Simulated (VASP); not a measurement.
Input of a VASP 6.6.1 run:

File INCAR:

```
  ALGO = Normal
  DIPOL = 0.5 0.5 0.377
  EDIFF = 1E-6
  ENCUT = 520
  GGA = PE
  IDIPOL = 3
  ISIF = 2
  ISMEAR = 0
  IVDW = 12
  LASPH = T
  LCHARG = F
  LDIPOL = T
  LREAL = F
  LWAVE = F
  NBANDS = 36
  NELM = 60
  PREC = Accurate
  SIGMA = 0.1
```

File KPOINTS:

```
k-points
0
Gamma
  9 9 1
```

Contents of POSCAR:

```
Ge
1.0
    4.0226895311      0.0000000000      0.0000000000
   -2.0113447656      3.4837513255      0.0000000000
    0.0000000000      0.0000000000     18.8685220517
Ge
4
Direct
    0.3333333333      0.6666666667      0.2747571332
    0.6666666667      0.3333333333      0.2384924472
    0.2222222222      1.1111111111      0.5150653573
    0.5555555556      0.7777777778      0.4788006714
```

Potentials or basis: VASP PAW PBE potentials, release 64 (Ge_d).

Run with:

```bash
$ cat potpaw_PBE.64/Ge_d/POTCAR > POTCAR
$ mpirun -np 1 vasp_std > vasp.out
```

Question: Predict the band gap on the k mesh.

Answer: 0.13 eV, direct.

Question: Estimate the dispersion energy per atom.

Answer: -0.201 eV.

Question: What does it give for the largest force?

Answer: 0.238 eV/Å.

Forces in eV/Å, atoms in the order of the input:
```
Ge   0.041  0.024  0.233
Ge   0.002  0.001  0.018
Ge  -0.002 -0.001 -0.018
Ge  -0.041 -0.024 -0.233
```
